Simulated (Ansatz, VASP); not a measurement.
**Cd3Se2 in VASP and in Ansatz**

```
CELL_PARAMETERS angstrom
4.09069 0.00000 0.00000
-2.04534 3.54264 0.00000
0.00000 0.00000 9.28509
ATOMIC_POSITIONS crystal
Cd 0.00000 0.00000 0.35439
Cd 0.00000 0.00000 0.64561
Cd 0.00000 0.00000 0.00000
Se 0.66667 0.33333 0.82084
Se 0.33333 0.66667 0.17916
```

Alike in both runs: functional PBE; k mesh 12 × 12 × 4; occupations gaussian, width 0.1 eV; no spin polarisation.

Ansatz relaxed the structure, and its values are those at the end. VASP's run is a single point on that final structure, the one shown.

|  | VASP | Ansatz |
| --- | --- | --- |
| version | VASP 6.6.1 | Ansatz 0.2.0 |
| potentials or method | VASP PAW PBE potentials, release 64 (Cd, Se), cutoff 520 eV | scalar-relativistic, plane waves, PAW |
| valence electrons in the cell | 48 | 92 |

```tsv
	VASP	Ansatz	Ansatz less VASP
gap on the k mesh at the Fermi level (eV)	none	none	-
pressure (GPa)	0.3	0.0	-0.26
```

A gap of «none» marks a metal or a gap that the smearing closes. VASP's potentials hold 48 valence electrons a cell and Ansatz's 92, so a difference there can come from the potentials and not from the codes.
